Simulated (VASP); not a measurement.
# Al2O3 (R-3c) in VASP: notebook

The runs below take Al2O3 through single point, relaxation of cell and atoms, with LDA.

All numbers are computed with VASP 6.6.1; they aren't measurements. Logs are shortened: lines on timing, memory, paths and dates and some standing lists are left out, and cuts for length are marked.

## 1. The cell of the first run

The structure is trigonal, space group R-3c (No. 167). Conventional cell: a = 4.729 Å, b = 4.729 Å, c = 12.891 Å, α = 90.00°, β = 90.00°, γ = 120.00°. Al (site symmetry 3) has 6 O at 1.84 to 1.95 Å within 2.4 Å. O (site symmetry 2) has 4 Al at 1.84 to 1.95 Å within 2.4 Å.

## 2. Single point, LDA

The input, INCAR:

```
SYSTEM = Al2O3
PREC     = Accurate       ! precision mode
ENCUT    = 520            ! plane-wave cutoff, eV
EDIFF    = 1E-6           ! SCF threshold, eV
ISMEAR   = 0              ! smearing method
SIGMA    = 0.01           ! smearing width, eV
LREAL    = .FALSE.        ! projectors in reciprocal space
LASPH    = .TRUE.         ! aspherical terms in the spheres
NELM     = 60             ! most SCF steps
ALGO     = Normal         ! electronic algorithm
ISIF     = 2              ! what is computed and relaxed
LWAVE    = .FALSE.        ! write WAVECAR
LCHARG   = .FALSE.        ! write CHGCAR
GGA      = CA             ! functional
NBANDS   = 35             ! bands
```

The input, KPOINTS:

```
regular mesh
0
G
  5 5 5
  0 0 0
```

The input, POSCAR:

```
Al2O3
1.0
    2.3647307386      1.3652779285      4.2969080631
   -2.3647307386      1.3652779285      4.2969080631
    0.0000000000     -2.7305558570      4.2969080631
Al O
4 6
Direct
    0.3520242925      0.3520242925      0.3520242925
    0.6479757075      0.6479757075      0.6479757075
    0.1479757075      0.1479757075      0.1479757075
    0.8520242925      0.8520242925      0.8520242925
    0.5558449092      0.9441550908      0.2500000000
    0.4441550908      0.0558449092      0.7500000000
    0.2500000000      0.5558449092      0.9441550908
    0.7500000000      0.4441550908      0.0558449092
    0.9441550908      0.2500000000      0.5558449092
    0.0558449092      0.7500000000      0.4441550908
```

Potentials or basis: VASP PAW LDA potentials, release 64 (Al, O).

Run with:

```bash
cat potpaw_LDA.64/Al/POTCAR potpaw_LDA.64/O/POTCAR > POTCAR
mpirun -np 1 vasp_std > vasp.out
```

OUTCAR:

```text
SYSTEM = Al2O3
   PREC = Accurate
   ENCUT = 520
   EDIFF = 1E-6
   ISMEAR = 0
   LREAL = .FALSE.
   LASPH = .TRUE.
   NELM = 60
   ISIF = 2
   GGA = CA

 ion  position               nearest neighbor table
   1  0.352  0.352  0.352-  10 1.84   6 1.84   8 1.84   5 1.95   9 1.95   7 1.95   3 2.63   2 2.77
                             2 2.77   2 2.77   3 3.20   3 3.20   3 3.20
   2  0.648  0.648  0.648-   9 1.84   5 1.84   7 1.84   6 1.95   8 1.95  10 1.95   4 2.63   1 2.77
                             1 2.77   1 2.77   4 3.20   4 3.20   4 3.20
   3  0.148  0.148  0.148-   8 1.84   6 1.84  10 1.84   5 1.95   9 1.95   7 1.95   1 2.63   4 2.77
                             4 2.77   4 2.77   1 3.20   1 3.20   1 3.20
   4  0.852  0.852  0.852-   7 1.84   5 1.84   9 1.84   6 1.95   8 1.95  10 1.95   2 2.63   3 2.77
                             3 2.77   3 2.77   2 3.20   2 3.20   2 3.20
   5  0.556  0.944  0.250-   2 1.84   4 1.84   3 1.95   1 1.95
   6  0.444  0.056  0.750-   1 1.84   3 1.84   2 1.95   4 1.95
   7  0.250  0.556  0.944-   4 1.84   2 1.84   3 1.95   1 1.95
   8  0.750  0.444  0.056-   3 1.84   1 1.84   2 1.95   4 1.95
   9  0.944  0.250  0.556-   2 1.84   4 1.84   3 1.95   1 1.95
  10  0.056  0.750  0.444-   1 1.84   3 1.84   2 1.95   4 1.95

  LATTYP: Found a trigonal (rhomboedric) cell.
 ALAT       =     5.0911053997
 COS(alpha) =     0.5685115127

  Lattice vectors:

 A1 = (   2.3647307386,   1.3652779285,   4.2969080631)
 A2 = (  -2.3647307386,   1.3652779285,   4.2969080631)
 A3 = (   0.0000000000,  -2.7305558570,   4.2969080631)

Analysis of symmetry for initial positions (statically):
=====================================================================
 Subroutine PRICEL returns:
 Original cell was already a primitive cell.

 Routine SETGRP: Setting up the symmetry group for a
 trigonal (rhombohedral) supercell.

 Subroutine GETGRP returns: Found 12 space group operations
 (whereof  6 operations were pure point group operations)
 out of a pool of 12 trial point group operations.

The static configuration has the point symmetry S_6 .
 The point group associated with its full space group is D_3d.

Analysis of symmetry for dynamics (positions and initial velocities):
=====================================================================
 Subroutine PRICEL returns:
 Original cell was already a primitive cell.

 Routine SETGRP: Setting up the symmetry group for a
 trigonal (rhombohedral) supercell.

[... 122 lines left out ...]
   ISYM   =      2    0-nonsym 1-usesym 2-fastsym
   POTIM  = 0.5000    time-step for ionic-motion
   TEBEG  =    0.0;   TEEND  =   0.0 temperature during run
   PSTRESS=    0.0 pullay stress
   NELECT =      48.0000    total number of electrons
   NUPDOWN=      -1.0000    fix difference up-down
   EMIN   =  10.00;   EMAX   =-10.00  energy-range for DOS
   EFERMI =   0.00;   METHOD = LEGACY
   ISMEAR =     0;   SIGMA  =   0.01  broadening in eV -4-tet -1-fermi 0-gaus
   EFERMI_NEDOS =   21; number of points for ismear=-14 and -15
   IALGO  =     38    algorithm
   IMIX   =      4    mixing-type and parameters
     AMIX     =   0.40;   BMIX     =  1.00
     AMIX_MAG =   1.60;   BMIX_MAG =  1.00
  volume/ion in A,a.u.               =       8.32        56.17
  Fermi-wavevector in a.u.,A,eV,Ry     =   1.362653  2.575040 25.263606  1.856823
  Thomas-Fermi vector in A             =   2.489124
   LORBIT       =      0    0 simple, 1 ext, 2 COOP (PROOUT), +10 PAW based schemes
   GGA     = CA    functional components
   LHFCALC =     F    Hartree Fock is set to
   AEXX    =    0.0000 exact exchange contribution
   IVDW    =     0    specifies the selected vdW correction
   LEPSILON=     F    determine dielectric tensor
   LRPA    =     F    only Hartree local field effects (RPA)
 non-spin polarized calculation
 Gauss-broadening in eV      SIGMA  =   0.01
  energy-cutoff  :      520.00
  volume of cell :       83.24
 maximum number of plane-waves:      2262
 NGX is ok and might be reduce to    40
   NGX = 19   NGY = 19   NGZ = 19

 number of electron      48.0000010 magnetization

 Free energy of the ion-electron system (eV)
  ---------------------------------------------------
  ext. energy  EPLUGINS =         0.00000000
  ---------------------------------------------------
  free energy    TOTEN  =       -83.10345490 eV

  energy without entropy =      -83.10345490  energy(sigma->0) =      -83.10345490

 E-fermi :   6.1504     XC(G=0): -12.2686

 val. band max:        6.0679998382   @ k =   0.0000   0.0000   0.0000
 cond. band min:      12.5064312399   @ k =   0.0000   0.0000   0.0000
 fundamental gap:      6.4384314017
 Fermi energy:         6.1504415141

 k-point     1 :       0.0000    0.0000    0.0000
  band No.  band energies     occupation
      1     -13.1212      2.00000
      2     -10.6024      2.00000
      3     -10.2971      2.00000
      4     -10.2971      2.00000
      5      -9.9548      2.00000
      6      -9.9548      2.00000
[... 711 lines left out ...]
     34      19.1483      0.00000
     35      20.1206      0.00000

------------------------ aborting loop because EDIFF is reached ----------------------------------------

  FORCE on cell =-STRESS in cart. coord.  units (eV):
  Direction    XX          YY          ZZ          XY          YZ          ZX
  --------------------------------------------------------------------------------------
  -------------------------------------------------------------------------------------
  Total        0.4502986      0.4502986      0.3608436      0.0000000      0.0000000      0.0000000
  in kB        8.6676451      8.6676451      6.9457550      0.0000000      0.0000000      0.0000000
  external PRESSURE =       8.0936818 kB  Pullay stress =       0.0000000 kB

 VOLUME and BASIS-vectors are now :
 -----------------------------------------------------------------------------
  energy-cutoff  :      520.00
  volume of cell :       83.24
      direct lattice vectors                 reciprocal lattice vectors
     2.364730739  1.365277929  4.296908063     0.211440564  0.122075266  0.077575161
    -2.364730739  1.365277929  4.296908063    -0.211440564  0.122075266  0.077575161
     0.000000000 -2.730555857  4.296908063     0.000000000 -0.244150533  0.077575161

 POSITION                                       TOTAL-FORCE (eV/Angst)
 -----------------------------------------------------------------------------------
      0.00000      0.00000      4.53785        -0.000000      0.000000     -0.010508
      0.00000      0.00000      8.35288        -0.000000     -0.000000      0.010508
      0.00000      0.00000      1.90751        -0.000000      0.000000      0.010508
      0.00000      0.00000     10.98321        -0.000000      0.000000     -0.010508
     -0.91825      1.36528      7.51959        -0.007190      0.000000     -0.000000
      0.91825     -1.36528      5.37114         0.007190     -0.000000     -0.000000
     -0.72324     -1.47787      7.51959         0.003595     -0.006227     -0.000000
      0.72324      1.47787      5.37114        -0.003595      0.006227     -0.000000
      1.64149      0.11259      7.51959         0.003595      0.006227     -0.000000
     -1.64149     -0.11259      5.37114        -0.003595     -0.006227     -0.000000
 -----------------------------------------------------------------------------------
    total drift:                                0.000000     -0.000000      0.000000

  FREE ENERGIE OF THE ION-ELECTRON SYSTEM (eV)
  ---------------------------------------------------
  free  energy   TOTEN  =       -83.1034549024 eV

  energy  without entropy=      -83.1034549024  energy(sigma->0) =      -83.10345490
```

It took 74 s on 1 thread of Intel Xeon 8259CL, shared host; peak memory 0.21 GiB.

Results:

```yaml
Free_energy: -83.1035 eV
Pressure: 0.8 GPa
Largest_force: 0.011 eV/Å
Band_gap_on_the_k_mesh: 6.44 eV
```

Forces in eV/Å, atoms in the order of the input:
```
Al   0.000  0.000 -0.011
Al   0.000  0.000  0.011
Al   0.000  0.000  0.011
Al   0.000  0.000 -0.011
O   -0.007  0.000  0.000
O    0.007  0.000  0.000
O    0.004 -0.006  0.000
O   -0.004  0.006  0.000
O    0.004  0.006  0.000
O   -0.004 -0.006  0.000
```

Levels at points of the mesh, in eV from the valence-band top:
```
           k point  band 22  band 23  band 24  band 25  band 26  band 27
(0.00, 0.00, 0.00)    -0.04    -0.04     0.00     6.44     9.09    10.79
```

## 3. Relaxation of cell and atoms, LDA

This run uses another cell than the first one, of 8.49 Å³/atom.

The input, INCAR:

```
PREC     = Accurate       # precision mode
ENCUT    = 600            # plane-wave cutoff, eV
EDIFF    = 1E-6           # SCF threshold, eV
ISMEAR   = 0              # smearing method
SIGMA    = 0.01           # smearing width, eV
LREAL    = F              # projectors in reciprocal space
LASPH    = T              # aspherical terms in the spheres
NELM     = 60             # most SCF steps
ALGO     = Normal         # electronic algorithm
ISIF     = 3              # what is computed and relaxed
LWAVE    = F              # write WAVECAR
LCHARG   = F              # write CHGCAR
IBRION   = 2              # ionic algorithm
NSW      = 80             # ionic steps
EDIFFG   = -0.001         # ionic threshold
```

The input, KPOINTS:

```
regular mesh
0
Gamma
  5 5 5
```

The input, POSCAR:

```
Al2O3
1.0
    2.3795000000      1.3738049655      4.3303333333
   -2.3795000000      1.3738049655      4.3303333333
    0.0000000000     -2.7476099311      4.3303333333
Al O
4 6
Direct
    0.3522000000      0.3522000000      0.3522000000
    0.6478000000      0.6478000000      0.6478000000
    0.1478000000      0.1478000000      0.1478000000
    0.8522000000      0.8522000000      0.8522000000
    0.5563000000      0.9437000000      0.2500000000
    0.4437000000      0.0563000000      0.7500000000
    0.2500000000      0.5563000000      0.9437000000
    0.7500000000      0.4437000000      0.0563000000
    0.9437000000      0.2500000000      0.5563000000
    0.0563000000      0.7500000000      0.4437000000
```

Potentials or basis: VASP PAW LDA potentials, release 64 (Al, O).

Run with:

```bash
cat potpaw_LDA.64/Al/POTCAR potpaw_LDA.64/O/POTCAR > POTCAR
mpirun -np 1 vasp_std > vasp.out
```

Run time: 6 min. Hardware: 1 thread of Intel Xeon 8259CL, shared host; peak memory 0.23 GiB.

It converged, with:

```yaml
Free_energy: -83.1329 eV
Relaxed_volume: 8.34 Å³/atom
Relaxed_cell: a = 5.093 Å, b = 5.093 Å, c = 5.093 Å, α = 55.37°, β = 55.37°, γ = 55.37°
Space_group_after_relaxing_to_0.1_Å: R-3c (No. 167)
Energy_gained_by_relaxing: 2.4 meV/atom
Ionic_steps: 8
Pressure_after_relaxing: 0.0 GPa
Band_gap_on_the_k_mesh: 6.42 eV
```

The path:
| step | energy change (eV) | largest force (eV/Å) | pressure (GPa) | volume (Å³) |
| --- | --- | --- | --- | --- |
| 1 | 0.0000 | 0.0855 | -4.67 | 84.93 |
| 2 | -0.0027 | 0.0608 | 4.74 | 81.93 |
| 3 | -0.0239 | 0.0312 | 0.02 | 83.37 |
| 4 | -0.0239 | 0.0306 | 0.13 | 83.34 |
| 5 | -0.0241 | 0.0083 | 0.07 | 83.35 |
| 6 | -0.0241 | 0.0015 | 0.08 | 83.35 |
| 7 | -0.0241 | 0.0012 | -0.06 | 83.39 |
| 8 | -0.0241 | 0.0006 | 0.00 | 83.38 |

Final structure:
```
Al O
1.0
     2.36627    1.36617    4.29853
    -2.36627    1.36617    4.29853
     0.00000   -2.73234    4.29853
Al O
4 6
Direct
  0.35200 0.35200 0.35200
  0.64800 0.64800 0.64800
  0.14800 0.14800 0.14800
  0.85200 0.85200 0.85200
  0.55575 0.94426 0.25000
  0.44426 0.05574 0.75000
  0.25000 0.55575 0.94425
  0.75000 0.44426 0.05575
  0.94425 0.25000 0.55575
  0.05575 0.75000 0.44426
```

Levels at points of the mesh, in eV from the valence-band top:
| k point | band 22 | band 23 | band 24 | band 25 | band 26 | band 27 |
| --- | --- | --- | --- | --- | --- | --- |
| (0.00, 0.00, 0.00) | -0.04 | -0.04 | 0.00 | 6.42 | 9.08 | 10.78 |
